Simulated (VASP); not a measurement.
Input of a VASP 6.6.1 run:

The input INCAR:

```
SYSTEM = AlN
ALGO = Normal
EDIFF = 1E-6
ENCUT = 600
GGA = CA
GGA_COMPAT = .False.
ISIF = 2
ISMEAR = 0
LASPH = .True.
LCHARG = .False.
LREAL = .False.
LWAVE = .False.
NBANDS = 16
NELM = 120
PREC = Accurate
SIGMA = 0.02
```

File KPOINTS:

```
k-points
0
Gamma
  8 6 8
  0 0 0
```

POSCAR

```
AlN
1.0
    3.0703282261      0.0000000000      0.0000000000
    0.0000000000      4.3420997517      0.0000000000
    0.0000000000      0.0000000000      3.0703281774
Al N
2 2
Direct
    0.0000000000      0.0000000000      0.0000000000
    0.5000000000      0.5000000000      0.5000117000
    0.5000000000      0.2500000000      0.0000000000
    0.0000000000      0.7500000000      0.5000117000
```

Potentials or basis: VASP PAW LDA potentials, release 64 (Al, N).

The run is started by

```console
$ cat potpaw_LDA.64/Al/POTCAR potpaw_LDA.64/N/POTCAR > POTCAR
$ mpirun -np 1 vasp_std > vasp.out
```

Task: What does it give for the band gap on the k mesh?

Result: 3.23 eV.

Task: Predict the pressure.

Result: 0.6 GPa.

A k mesh can miss the band edges. Expect the measured gap to be larger: semilocal functionals such as LDA lack the derivative discontinuity.
